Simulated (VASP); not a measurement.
# Mg64O65 (a cell with a defect) in VASP: further runs

Runs on Mg64O65 (a cell with a defect). Level: PBE. Tasks: single point.

All numbers are computed with VASP 6.6.1; they aren't measurements. Logs are shortened: lines on timing, memory, paths and dates and some standing lists are left out, and cuts for length are marked.

## Step 1: The cell of the first run

The cell holds a defect, 129 atoms: a = 12.033 Å, b = 12.033 Å, c = 12.033 Å, α = 60.00°, β = 60.00°, γ = 60.00°.

## Step 2: Single point, PBE

INCAR

```
SYSTEM = Mg64O65
ALGO = Normal
EDIFF = 1E-6
ENCUT = 520
GGA = PE
ISIF = 2
ISMEAR = -1
LASPH = .True.
LCHARG = .True.
LELF = .True.
LREAL = Auto
LUSENCCL = .False.
LVHAR = .True.
LWAVE = .False.
NBANDS = 329
NELM = 60
PREC = Accurate
SIGMA = 0.01
```

KPOINTS

```
k-points
0
Gamma
  1 1 1
  0 0 0
```

POSCAR

```
Mg64O65
1.0
    0.0000000000      8.5087624600      8.5087624600
    8.5087624600      0.0000000000      8.5087624600
    8.5087624600      8.5087624600      0.0000000000
Mg O
64 65
Direct
    0.0008843312      0.0005451793      0.0005561313
    0.0006804709      0.0014076606      0.2493791821
    0.0015709688     -0.0003630357      0.5014925109
    0.0014472167      0.0025164306      0.7502207594
    0.0006858207      0.2493443977      0.0014292198
    0.0003695403      0.2505366168      0.2505673839
[... 121 lines left out ...]
    0.8738276774      0.8773102535      0.8773188072
    0.1499620825      0.6497891352      0.6497525830
```

Potentials or basis: VASP PAW PBE potentials, release 64 (Mg, O).

Started as:

```sh
$ cat potpaw_PBE.64/Mg/POTCAR potpaw_PBE.64/O/POTCAR > POTCAR
$ mpirun -np 1 vasp_gam > vasp.out
```

OUTCAR:

```text
SYSTEM = Mg64O65
   EDIFF = 1E-6
   ENCUT = 520
   GGA = PE
   ISIF = 2
   ISMEAR = -1
   LASPH = .True.
   LREAL = Auto
   NELM = 60
   PREC = Accurate

 ion  position               nearest neighbor table
   1  0.001  0.001  0.001-  80 2.11  68 2.12  77 2.12 113 2.13 116 2.13 125 2.13  13 3.00   4 3.00
                             5 3.00   2 3.00   8 3.00  14 3.00  17 3.00  20 3.01  29 3.01  53 3.01
   2  0.001  0.001  0.249-  65 2.12  77 2.12 113 2.12 114 2.12 126 2.14  78 2.14  15 2.93   5 2.98
                             1 3.00  17 3.00   6 3.00  54 3.00  18 3.01  50 3.01  30 3.01  51 3.02
   3  0.002  1.000  0.501-  79 2.12 115 2.13  66 2.13 127 2.13  78 2.13 114 2.14   7 3.00  16 3.00
                            31 3.00   4 3.01  19 3.01  52 3.01  18 3.01  55 3.02   6 3.02  51 3.03
   4  0.001  0.003  0.750-  79 2.07  67 2.10 116 2.11  80 2.13 115 2.14 128 2.15  16 2.93   8 2.95
                            20 2.99  19 3.00   7 3.00   1 3.00  56 3.00   3 3.01  32 3.02  49 3.02
   5  0.001  0.249  0.001-  65 2.12  68 2.12 113 2.12 117 2.12 120 2.14  72 2.14  12 2.93   2 2.98
                             1 3.00  17 3.00  54 3.00   6 3.00  21 3.01  53 3.01  24 3.01  57 3.02
   6  0.000  0.251  0.251- 118 2.12  66 2.12  69 2.12  65 2.13 114 2.13 117 2.13   7 3.00  10 3.00
                            22 3.00  18 3.00  21 3.00   2 3.00   5 3.00  58 3.00  55 3.00  54 3.01
   7  0.000  0.250  0.500- 119 2.12  70 2.12 118 2.13 115 2.13  66 2.13  67 2.13   8 2.99  23 2.99
                             4 3.00  19 3.00  11 3.00   3 3.00  55 3.00   6 3.00  59 3.01  10 3.01
   8  0.001  0.248  0.749-  71 2.07  67 2.10 116 2.11 119 2.13  68 2.14 120 2.15  12 2.93   4 2.95
                             7 2.99  23 3.00  20 3.00  56 3.00   1 3.00  24 3.01  11 3.01  53 3.02
   9  0.002  0.501  1.000-  76 2.12 121 2.13  69 2.13 124 2.13  72 2.13 117 2.14  10 3.00  16 3.00
[... 106 lines left out ...]
                            14 3.00  63 3.00  47 3.00  13 3.00  58 3.00  59 3.01  10 3.01  34 3.01
  63  0.749  0.749  0.501- 123 2.07 107 2.10 110 2.11 122 2.13 111 2.14 126 2.15  15 2.93  47 2.95
                            59 2.99  60 2.99  48 3.00  62 3.00  35 3.00  64 3.01  11 3.01  50 3.02
  64  0.751  0.749  0.749- 123 2.12 111 2.13 108 2.13 124 2.13 127 2.13 112 2.14  48 3.00  15 3.00
                            12 3.00  63 3.01  60 3.01  51 3.01  57 3.01  45 3.02  36 3.02  61 3.03
  65  0.126  0.125  0.125-   5 2.12  21 2.12   2 2.12  18 2.12  17 2.13   6 2.13
  66  0.126  0.125  0.375-  18 2.12  22 2.12   6 2.12   3 2.13   7 2.13  19 2.14
  67  0.126  0.125  0.625-   4 2.10  19 2.10  23 2.10   8 2.10  20 2.13   7 2.13
  68  0.125  0.125  0.876-   5 2.12   1 2.12  17 2.12  24 2.13  20 2.13   8 2.14
  69  0.126  0.375  0.125-  21 2.12  22 2.12   6 2.12   9 2.13  10 2.13  25 2.14
  70  0.125  0.374  0.374-  22 2.11   7 2.12  10 2.12  23 2.13  26 2.13  11 2.13
  71  0.125  0.367  0.625-  23 2.07   8 2.07  24 2.12  11 2.13  12 2.19  27 2.19
  72  0.126  0.377  0.874-   9 2.13  24 2.13  12 2.14  28 2.14   5 2.14  21 2.15
  73  0.126  0.625  0.125-  13 2.10  25 2.10  26 2.10  14 2.10  29 2.13  10 2.13
  74  0.125  0.625  0.367-  14 2.07  26 2.07  30 2.12  11 2.13  27 2.19  15 2.19
  75  0.101  0.601  0.601- 129 1.44  27 1.94  12 1.94  15 1.94  28 2.75  16 2.76  31 2.76
  76  0.126  0.626  0.884-  25 2.07  13 2.07   9 2.12  32 2.13  16 2.19  28 2.19
  77  0.125  0.876  0.125-   2 2.12   1 2.12  17 2.12  30 2.13  29 2.13  14 2.14
  78  0.126  0.874  0.377-  30 2.13   3 2.13  15 2.14  31 2.14   2 2.14  18 2.15
  79  0.126  0.884  0.626-  19 2.07   4 2.07   3 2.12  32 2.13  16 2.19  31 2.19
  80  0.126  0.877  0.877-   1 2.11  20 2.12  29 2.12   4 2.13  13 2.13  32 2.13
  81  0.376  0.125  0.125-  21 2.12  18 2.12  33 2.12  22 2.13  37 2.13  34 2.13
[... 45 lines left out ...]
 127  0.877  0.874  0.625-   3 2.13  64 2.13  15 2.14  16 2.14  51 2.15  52 2.15
 128  0.874  0.877  0.877-  16 2.01  49 2.10  52 2.14  61 2.14  13 2.15   4 2.15
 129  0.150  0.650  0.650-  75 1.44  31 1.94  28 1.94  16 1.94  15 2.76  27 2.76  12 2.76

  LATTYP: Found a face centered cubic cell.
 ALAT       =    17.0175249200

  Lattice vectors:

 A1 = (   0.0000000000,   8.5087624600,   8.5087624600)
 A2 = (   8.5087624600,   0.0000000000,   8.5087624600)
 A3 = (   8.5087624600,   8.5087624600,   0.0000000000)

Analysis of symmetry for initial positions (statically):
=====================================================================
 Subroutine PRICEL returns:
 Original cell was already a primitive cell.

 Routine SETGRP: Setting up the symmetry group for a
 face centered cubic supercell.

 Subroutine GETGRP returns: Found  1 space group operations
 (whereof  1 operations were pure point group operations)
 out of a pool of 48 trial point group operations.

The static configuration has the point symmetry C_1 .

Analysis of symmetry for dynamics (positions and initial velocities):
=====================================================================
 Subroutine PRICEL returns:
 Original cell was already a primitive cell.

 Routine SETGRP: Setting up the symmetry group for a
 face centered cubic supercell.

 Subroutine GETGRP returns: Found  1 space group operations
 (whereof  1 operations were pure point group operations)
 out of a pool of 48 trial point group operations.

[... 22 lines left out ...]
     0.000680471  0.001407661  0.249379182
     0.001570969  0.999636964  0.501492511
     0.001447217  0.002516431  0.750220759
     0.000685821  0.249344398  0.001429220
     0.000369540  0.250536617  0.250567384
[... 121 lines left out ...]
     0.873827677  0.877310253  0.877318807
     0.149962082  0.649789135  0.649752583

  ion indices of the primitive-cell ions
   primitive index   ion index
                 1           1
                 2           2
                 3           3
                 4           4
                 5           5
                 6           6
[... 19 lines left out ...]
                26          26
                27          27
   k-points           NKPTS =      1   k-points in BZ     NKDIM =      1   number of bands    NBANDS=    329
   number of dos      NEDOS =    301   number of ions     NIONS =    129
   total plane-waves  NPLWV = 729000
   dimension x,y,z NGX =    90 NGY =   90 NGZ =   90
   dimension x,y,z NGXF=   180 NGYF=  180 NGZF=  180
   ions per type =              64  65
   NGX,Y,Z   is equivalent  to a cutoff of  12.43, 12.43, 12.43 a.u.
   NGXF,Y,Z  is equivalent  to a cutoff of  24.87, 24.87, 24.87 a.u.
 SYSTEM =  Mg64O65
   PREC   = accura    normal or accurate (medium, high low for compatibility)
   ISTART =      0    job   : 0-new  1-cont  2-samecut
   ICHARG =      2    charge: 1-file 2-atom 10-const
   ISPIN  =      1    spin polarized calculation?
   LNONCOLLINEAR =      F non collinear calculations
   LSORBIT =      F    spin-orbit coupling
   LASPH  =      T    aspherical Exc in radial PAW
   ENCUT  =  520.0 eV  38.22 Ry    6.18 a.u.  22.37 22.37 22.37*2*pi/ulx,y,z
   NELM   =     60;   NELMIN=  2; NELMDL= -5     # of ELM steps
   EDIFF  = 0.1E-05   stopping-criterion for ELM
   LREAL  =      T    real-space projection
   EDIFFG = 0.1E-04   stopping-criterion for IOM
   NSW    =      0    number of steps for IOM
   IBRION =     -1    ionic relax: 0-MD 1-quasi-New 2-CG
   NFREE  =      0    steps in history (QN), initial steepest desc. (CG)
   ISIF   =      2    stress and relaxation
   ISYM   =      2    0-nonsym 1-usesym 2-fastsym
   POTIM  = 0.5000    time-step for ionic-motion
   TEBEG  =    0.0;   TEEND  =   0.0 temperature during run
   PSTRESS=    0.0 pullay stress
   NELECT =     518.0000    total number of electrons
   NUPDOWN=      -1.0000    fix difference up-down
   EMIN   =  10.00;   EMAX   =-10.00  energy-range for DOS
   EFERMI =   0.00;   METHOD = LEGACY
   ISMEAR =    -1;   SIGMA  =   0.01  broadening in eV -4-tet -1-fermi 0-gaus
   EFERMI_NEDOS =   21; number of points for ismear=-14 and -15
   IALGO  =     38    algorithm
   IMIX   =      4    mixing-type and parameters
     AMIX     =   0.40;   BMIX     =  1.00
     AMIX_MAG =   1.60;   BMIX_MAG =  1.00
  volume/ion in A,a.u.               =       9.55        64.45
  Fermi-wavevector in a.u.,A,eV,Ry     =   1.226427  2.317611 20.464837  1.504123
  Thomas-Fermi vector in A             =   2.361428
   LORBIT       =      0    0 simple, 1 ext, 2 COOP (PROOUT), +10 PAW based schemes
   GGA     = PE    functional components
   LHFCALC =     F    Hartree Fock is set to
   AEXX    =    0.0000 exact exchange contribution
   IVDW    =     0    specifies the selected vdW correction
   LEPSILON=     F    determine dielectric tensor
   LRPA    =     F    only Hartree local field effects (RPA)
 non-spin polarized calculation
  energy-cutoff  :      520.00
  volume of cell :     1232.05
 maximum number of plane-waves:     16612
 NGX is ok and might be reduce to    90
   NGX = 45   NGY = 45   NGZ = 45

 number of electron     517.9999904 magnetization

 Free energy of the ion-electron system (eV)
  ---------------------------------------------------
  ext. energy  EPLUGINS =         0.00000000
  ---------------------------------------------------
  free energy    TOTEN  =      -764.20601231 eV

  energy without entropy =     -764.20601231  energy(sigma->0) =     -764.20601231

 E-fermi :   3.5674     XC(G=0): -10.9640

 val. band max:        3.2851704884   @ k =   0.0000   0.0000   0.0000
 cond. band min:       7.5100065963   @ k =   0.0000   0.0000   0.0000
 fundamental gap:      4.2248361079
 Fermi energy:         3.5673659686

 k-point     1 :       0.0000    0.0000    0.0000
  band No.  band energies     occupation
      1     -18.1097      2.00000
      2     -14.0901      2.00000
      3     -13.5828      2.00000
      4     -13.5826      2.00000
      5     -13.5793      2.00000
      6     -13.5446      2.00000
[... 263 lines left out ...]
    270      10.6866      0.00000
    271      10.7149      0.00000
 [bands above 271 left out]

------------------------ aborting loop because EDIFF is reached ----------------------------------------

  FORCE on cell =-STRESS in cart. coord.  units (eV):
  Direction    XX          YY          ZZ          XY          YZ          ZX
  --------------------------------------------------------------------------------------
  -------------------------------------------------------------------------------------
  Total        7.6742405      7.6637836      7.6754844      3.4106834      3.4118574      3.4101155
  in kB        9.9796840      9.9660858      9.9813016      4.4352980      4.4368247      4.4345594
  external PRESSURE =       9.9756905 kB  Pullay stress =       0.0000000 kB

 VOLUME and BASIS-vectors are now :
 -----------------------------------------------------------------------------
  energy-cutoff  :      520.00
  volume of cell :     1232.05
      direct lattice vectors                 reciprocal lattice vectors
     0.000000000  8.508762460  8.508762460    -0.058762952  0.058762952  0.058762952
     8.508762460  0.000000000  8.508762460     0.058762952 -0.058762952  0.058762952
     8.508762460  8.508762460  0.000000000     0.058762952  0.058762952 -0.058762952

 POSITION                                       TOTAL-FORCE (eV/Angst)
 -----------------------------------------------------------------------------------
      0.00937      0.01226      0.01216         0.010205      0.003963      0.003015
      2.13389      2.12770      0.01777         0.000315     -0.007264      0.005480
     12.77275      4.28045      8.51904        -0.009014     -0.009764     -0.004588
      6.40486      6.39576      0.03373         0.003737      0.003711     -0.009004
      2.13377      0.01800      2.12745         0.001682      0.005595     -0.007399
      4.26377      2.13516      2.13490        -0.007098     -0.008458     -0.007944
[... 121 lines left out ...]
     14.92972     14.90009     14.90002         0.007065     -0.003028     -0.003317
     11.05749      6.80458      6.80489         0.136091      0.132048      0.129917
 -----------------------------------------------------------------------------------
    total drift:                                0.022785      0.006546      0.008957

  FREE ENERGIE OF THE ION-ELECTRON SYSTEM (eV)
  ---------------------------------------------------
  free  energy   TOTEN  =      -764.2060123074 eV

  energy  without entropy=     -764.2060123074  energy(sigma->0) =     -764.20601231
```

Wall time 2.4 min (1 × NVIDIA H100 80GB with 1 thread of Intel Xeon Platinum 8481C at 2.70GHz (Sapphire Rapids), shared host); peak memory 1.9 GiB.

Results:

```yaml
Free_energy: -764.2060 eV
Pressure: 1.0 GPa
Largest_force: 0.237 eV/Å
Band_gap_on_the_k_mesh: 4.22 eV
```

Forces on the atoms (eV/Å):
```
Mg   0.010  0.004  0.003
Mg   0.000 -0.007  0.005
Mg  -0.009 -0.010 -0.005
Mg   0.004  0.004 -0.009
Mg   0.002  0.006 -0.007
Mg  -0.007 -0.008 -0.008
Mg  -0.004 -0.003 -0.002
Mg   0.006  0.007 -0.005
Mg  -0.008 -0.005 -0.009
Mg  -0.003 -0.002 -0.002
Mg   0.003  0.004  0.005
Mg  -0.002 -0.001  0.017
Mg   0.002 -0.008  0.003
Mg   0.007 -0.003  0.007
Mg  -0.004  0.017  0.000
Mg  -0.008 -0.008 -0.008
Mg   0.001  0.004  0.003
Mg  -0.009 -0.010  0.000
Mg  -0.010  0.001  0.003
Mg   0.003  0.008  0.000
Mg  -0.009 -0.001 -0.009
Mg  -0.005  0.002  0.002
Mg  -0.005  0.005  0.008
Mg   0.005  0.008  0.002
Mg  -0.008  0.001  0.002
Mg  -0.003  0.006  0.005
Mg   0.018 -0.003 -0.001
Mg  -0.006 -0.006 -0.009
Mg   0.003  0.001  0.008
Mg   0.005  0.002  0.007
Mg  -0.007 -0.009 -0.006
Mg   0.000  0.001  0.002
Mg  -0.003 -0.003 -0.004
Mg  -0.003 -0.004  0.007
Mg   0.002  0.002  0.010
Mg   0.005  0.005 -0.002
Mg  -0.002  0.008 -0.003
Mg  -0.006  0.007  0.007
Mg  -0.008  0.004  0.002
Mg  -0.007  0.000 -0.010
Mg   0.004  0.011  0.002
Mg  -0.007  0.001  0.005
Mg  -0.010 -0.008 -0.006
Mg   0.003  0.003 -0.011
Mg   0.005 -0.001  0.004
Mg  -0.008 -0.010  0.000
Mg   0.003 -0.011  0.003
Mg   0.009  0.001  0.001
Mg   0.008 -0.001 -0.002
Mg   0.006 -0.005  0.007
Mg   0.003 -0.007  0.003
Mg  -0.002 -0.007 -0.009
Mg   0.006  0.008 -0.006
Mg  -0.003 -0.002 -0.002
Mg  -0.011 -0.009 -0.006
Mg   0.003  0.004 -0.006
Mg   0.004  0.003 -0.007
Mg  -0.009 -0.006 -0.009
Mg  -0.004 -0.003 -0.003
Mg   0.006  0.008 -0.004
Mg  -0.001 -0.008 -0.007
Mg   0.002 -0.006  0.004
Mg   0.005 -0.005  0.009
Mg   0.009  0.004  0.003
O    0.004  0.001  0.002
O    0.001  0.005  0.001
O    0.006  0.000  0.005
O   -0.001 -0.006  0.008
O    0.001  0.001  0.005
O   -0.002  0.001  0.001
O    0.001  0.009  0.003
O   -0.004  0.005 -0.001
O    0.004  0.004  0.000
O    0.001  0.003  0.008
O   -0.135 -0.138 -0.138
O   -0.003 -0.005  0.010
O   -0.001  0.007 -0.006
O   -0.003  0.001  0.004
O   -0.003  0.011 -0.005
O    0.003 -0.002 -0.003
O    0.006  0.001  0.000
O    0.000 -0.004 -0.003
O    0.007 -0.006 -0.001
O   -0.001 -0.004  0.001
O    0.001 -0.003 -0.005
O   -0.003 -0.003 -0.003
O   -0.002  0.006 -0.003
O   -0.002  0.008 -0.004
O    0.008 -0.001 -0.006
O   -0.002 -0.003  0.005
O    0.011 -0.003 -0.003
O   -0.002  0.005 -0.004
O   -0.001  0.001 -0.004
O   -0.002 -0.003  0.008
O   -0.003 -0.003  0.004
O   -0.001  0.000  0.000
O    0.001 -0.001 -0.001
O    0.002  0.001  0.001
O    0.003  0.001  0.004
O   -0.001  0.000  0.006
O    0.001  0.001  0.002
O    0.003  0.001  0.001
O    0.003  0.002  0.001
O   -0.004 -0.003  0.000
O    0.002  0.003  0.002
O    0.004  0.002  0.001
O    0.001  0.006  0.006
O   -0.006 -0.001  0.007
O   -0.001  0.006  0.001
O   -0.004  0.000 -0.003
O   -0.006  0.007 -0.001
O   -0.004  0.001  0.002
O    0.002  0.001  0.001
O    0.002  0.004  0.001
O    0.001  0.004  0.000
O   -0.003 -0.005  0.000
O    0.001  0.001  0.004
O    0.001  0.001  0.001
O    0.002  0.001 -0.003
O   -0.003 -0.004 -0.003
O    0.001  0.001  0.005
O    0.002 -0.002  0.001
O    0.009  0.001  0.002
O    0.006 -0.003 -0.001
O   -0.004  0.000 -0.005
O   -0.003 -0.003 -0.004
O    0.006 -0.002 -0.004
O    0.007 -0.003 -0.003
O    0.136  0.132  0.130
```

Caveat: the k points lie up to 0.64 Å⁻¹ apart.

(Continued in part 2 of 3.)
